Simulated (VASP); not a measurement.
Wanted: the native input for a VASP 6.6.1 run.

```yaml
Task: single point
Functional: RPBE
Potentials_or_basis: VASP PAW PBE potentials, release 64 (Pb_d, S)
Cutoff: 520 eV
k_mesh: 7 × 7 × 6
Occupations: fermi-dirac, width 0.05 eV
Spin: no spin polarisation
Dipole_correction: no
Further_INCAR_settings: ALGO = Normal; EDIFF = 1e-06; NBANDS = 28
```

The structure of PbS lies in POSCAR:

```
PbS
1.0
    2.0937276176     -6.0309754840      0.0000000000
    2.0937276176      6.0309754840      0.0000000000
    0.0000000000      0.0000000000      4.3076616397
Pb S
2 2
Direct
    0.1305633500      0.8694366500      0.2500000000
    0.8694366500      0.1305633500      0.7500000000
    0.3547970900      0.6452029100      0.2500000000
    0.6452029100      0.3547970900      0.7500000000
```

These files were run (other wordings do the same):

INCAR

```
ALGO = Normal ; EDIFF = 1E-6
ENCUT = 520 ; GGA = RP
ISIF = 2 ; ISMEAR = -1
LASPH = True ; LCHARG = False
LREAL = False ; LWAVE = False
NBANDS = 28 ; NELM = 100
PREC = Accurate ; SIGMA = 0.05
```

KPOINTS

```
k-points
0
Gamma
  7 7 6
```

Potentials or basis: VASP PAW PBE potentials, release 64 (Pb_d, S).

Run with:

```sh
$ cat potpaw_PBE.64/Pb_d/POTCAR potpaw_PBE.64/S/POTCAR > POTCAR
$ mpirun -np 1 vasp_std > vasp.out
```

It gave:

```yaml
Pressure: 1.8 GPa
Largest_force: 0.060 eV/Å
Band_gap_on_the_k_mesh: 1.38 eV (least direct gap 1.52 eV)
```

Caveat: the PAW data sets were made with another functional, which shifts forces and pressure a little; spin-orbit coupling is left out, which moves the levels of the heavy elements; an odd mesh through Γ misses points on the zone boundary, where band edges can lie.

Wall time 3.5 min on 1 thread of Intel(R) Xeon(R) Platinum 8375C CPU @ 2.90GHz (Ice Lake), on a shared host, peak memory 0.34 GiB.
